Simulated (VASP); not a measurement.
# HfSiO4 (I4_1/amd) in VASP: a series of runs, part 2 of 2

VASP 6.6.1. Earlier steps stand in the parts before.

### 3 Single point, PBE (volume scaled by 0.96, then relaxed in part)

INCAR reads:

```
SYSTEM = HfSiO4
PREC     = Accurate       ! precision mode
ENCUT    = 520            ! plane-wave cutoff, eV
EDIFF    = 1E-6           ! SCF threshold, eV
ISMEAR   = -1             ! smearing method
SIGMA    = 0.02           ! smearing width, eV
LREAL    = .False.        ! projectors in reciprocal space
LASPH    = .True.         ! aspherical terms in the spheres
NELM     = 100            ! most SCF steps
ALGO     = Normal         ! electronic algorithm
ISIF     = 2              ! what is computed and relaxed
LWAVE    = .False.        ! write WAVECAR
LCHARG   = .False.        ! write CHGCAR
GGA      = PE             ! functional
NBANDS   = 50             ! bands
```

KPOINTS reads:

```
regular mesh
0
Gamma
  7 7 7
  0 0 0
```

POSCAR reads:

```
HfSiO4
1.0
   -3.2418357717      3.2418357717      2.9413031683
    3.2418357717     -3.2418357717      2.9413031683
    3.2418357717      3.2418357717     -2.9413031683
Hf Si O
2 2 8
Direct
    0.7500000000      0.2500000000      0.5000000000
    0.0000000000      0.0000000000      0.0000000000
    0.2500000000      0.7500000000      0.5000000000
    0.5000000000      0.5000000000      0.0000000000
    0.1329637910      0.3193906485      0.8135731425
    0.0693906485      0.7558175059      0.6864268575
    0.5058175059      0.3193906485      0.1864268575
    0.0693906485      0.3829637910      0.3135731425
    0.6170362090      0.9306093515      0.6864268575
    0.6806093515      0.8670362090      0.1864268575
    0.2441824941      0.9306093515      0.3135731425
    0.6806093515      0.4941824941      0.8135731425
```

Potentials or basis: VASP PAW PBE potentials, release 64 (Hf_pv, Si, O).

Command:

```bash
$ cat potpaw_PBE.64/Hf_pv/POTCAR potpaw_PBE.64/Si/POTCAR potpaw_PBE.64/O/POTCAR > POTCAR
$ mpirun -np 1 vasp_std > vasp.out
```

OUTCAR:

```text
SYSTEM = HfSiO4
   PREC = Accurate
   ENCUT = 520
   EDIFF = 1E-6
   ISMEAR = -1
   LREAL = .False.
   LASPH = .True.
   NELM = 100
   ISIF = 2
   GGA = PE

 ion  position               nearest neighbor table
   1  0.750  0.250  0.500-   5 2.07  10 2.07   7 2.07  12 2.07   6 2.23  11 2.23   9 2.23   8 2.23
                             3 2.94   3 2.94   2 3.56   2 3.56   2 3.56   2 3.56
   2  0.000  0.000  0.000-   8 2.07   9 2.07   6 2.07  11 2.07   7 2.23  12 2.23   5 2.23  10 2.23
                             4 2.94   4 2.94   1 3.56   1 3.56   1 3.56   1 3.56
   3  0.250  0.750  0.500-   6 1.61  11 1.61   9 1.61   8 1.61   1 2.94   1 2.94
   4  0.500  0.500  0.000-   7 1.61  12 1.61  10 1.61   5 1.61   2 2.94   2 2.94
   5  0.133  0.319  0.814-   4 1.61   1 2.07   2 2.23
   6  0.069  0.756  0.686-   3 1.61   2 2.07   1 2.23
   7  0.506  0.319  0.186-   4 1.61   1 2.07   2 2.23
   8  0.069  0.383  0.314-   3 1.61   2 2.07   1 2.23
   9  0.617  0.931  0.686-   3 1.61   2 2.07   1 2.23
  10  0.681  0.867  0.186-   4 1.61   1 2.07   2 2.23
  11  0.244  0.931  0.314-   3 1.61   2 2.07   1 2.23
  12  0.681  0.494  0.814-   4 1.61   1 2.07   2 2.23
[... 1485 lines left out ...]

 [... further k-points ...]

------------------------ aborting loop because EDIFF is reached ----------------------------------------

  FORCE on cell =-STRESS in cart. coord.  units (eV):
  Direction    XX          YY          ZZ          XY          YZ          ZX
  --------------------------------------------------------------------------------------
  -------------------------------------------------------------------------------------
  Total       11.7853473     11.7853473     13.8245738      0.0000000     -0.0000000      0.0000000
  in kB      152.7112964    152.7112964    179.1350343      0.0000000     -0.0000000      0.0000000
  external PRESSURE =     161.5192091 kB  Pullay stress =       0.0000000 kB

 VOLUME and BASIS-vectors are now :
 -----------------------------------------------------------------------------
  energy-cutoff  :      520.00
  volume of cell :      123.65
      direct lattice vectors                 reciprocal lattice vectors
    -3.241835772  3.241835772  2.941303168     0.000000000  0.154233599  0.169992677
     3.241835772 -3.241835772  2.941303168     0.154233599  0.000000000  0.169992677
     3.241835772  3.241835772 -2.941303168     0.154233599  0.154233599  0.000000000

 POSITION                                       TOTAL-FORCE (eV/Angst)
 -----------------------------------------------------------------------------------
      0.00000      3.24184      1.47065         0.000000     -0.000000     -0.000000
      0.00000      0.00000      0.00000         0.000000     -0.000000     -0.000000
      3.24184      0.00000      1.47065         0.000000     -0.000000     -0.000000
      0.00000      0.00000      2.94130         0.000000     -0.000000     -0.000000
      3.24184      2.03311     -1.06245        -0.000000     -0.147407     -0.130598
      4.45057      0.00000      0.40820         0.147407     -0.000000     -0.130598
      0.00000      1.20873      1.87885         0.000000      0.147407     -0.130598
      2.03311     -0.00000      0.40820        -0.147407     -0.000000     -0.130598
      3.24184      1.20873      2.53311         0.000000      0.147407      0.130598
      1.20873      0.00000      4.00376         0.147407     -0.000000      0.130598
      3.24184     -1.20873      2.53311         0.000000     -0.147407      0.130598
      2.03311      3.24184      1.06245        -0.147407     -0.000000      0.130598
 -----------------------------------------------------------------------------------
    total drift:                               -0.000000     -0.000000     -0.000000

  FREE ENERGIE OF THE ION-ELECTRON SYSTEM (eV)
  ---------------------------------------------------
  free  energy   TOTEN  =      -108.2759418370 eV

  energy  without entropy=     -108.2759418370  energy(sigma->0) =     -108.27594184
```

OSZICAR:

```text
N       E                     dE             d eps       ncg     rms          rms(c)
DAV:   1     0.466438856406E+03    0.46644E+03   -0.42741E+04  4000   0.149E+03
DAV:   2    -0.960885829643E+02   -0.56253E+03   -0.54654E+03  4858   0.371E+02
DAV:   3    -0.124784846368E+03   -0.28696E+02   -0.28563E+02  4888   0.814E+01
DAV:   4    -0.125124705315E+03   -0.33986E+00   -0.33939E+00  5160   0.970E+00
DAV:   5    -0.125128931417E+03   -0.42261E-02   -0.42244E-02  5008   0.101E+00    0.804E+01
DAV:   6    -0.108307796730E+03    0.16821E+02   -0.65479E+01  4484   0.377E+01    0.639E+01
DAV:   7    -0.108288346861E+03    0.19450E-01   -0.32524E+00  5096   0.829E+00    0.417E+01
DAV:   8    -0.108313915046E+03   -0.25568E-01   -0.47979E-01  4906   0.403E+00    0.113E+01
DAV:   9    -0.108275461942E+03    0.38453E-01   -0.16834E-01  4634   0.206E+00    0.264E+00
DAV:  10    -0.108275832915E+03   -0.37097E-03   -0.81350E-03  5040   0.500E-01    0.260E-01
DAV:  11    -0.108275802785E+03    0.30130E-04   -0.69244E-04  4806   0.133E-01    0.284E-01
DAV:  12    -0.108275914244E+03   -0.11146E-03   -0.13970E-04  5004   0.577E-02    0.121E-01
DAV:  13    -0.108275942137E+03   -0.27893E-04   -0.25979E-05  4750   0.275E-02    0.536E-02
DAV:  14    -0.108275941837E+03    0.29965E-06   -0.11413E-06  3624   0.616E-03
   1 F= -.10827594E+03 E0= -.10827594E+03  d E =-.643031E-12
```

Wall time 5 min (1 thread of Intel Xeon Platinum 8488C (Sapphire Rapids), shared host); peak memory 0.37 GiB.

What came out:

```yaml
Free_energy: -108.2759 eV
Pressure: 16.2 GPa
Largest_force: 0.197 eV/Å
Band_gap_on_the_k_mesh: 5.64 eV, indirect (least direct gap 6.05 eV)
```

Forces in eV/Å, atoms in the order of the input:
```
Hf   0.000  0.000  0.000
Hf   0.000  0.000  0.000
Si   0.000  0.000  0.000
Si   0.000  0.000  0.000
O    0.000 -0.147 -0.131
O    0.147  0.000 -0.131
O    0.000  0.147 -0.131
O   -0.147  0.000 -0.131
O    0.000  0.147  0.131
O    0.147  0.000  0.131
O    0.000 -0.147  0.131
O   -0.147  0.000  0.131
```

Stress tensor (GPa, compression positive):
```
15.27  0.00  0.00
 0.00 15.27  0.00
 0.00  0.00 17.91
```

Caveat: spin-orbit coupling is left out, which moves the levels of the heavy elements. A k mesh can miss the band edges.
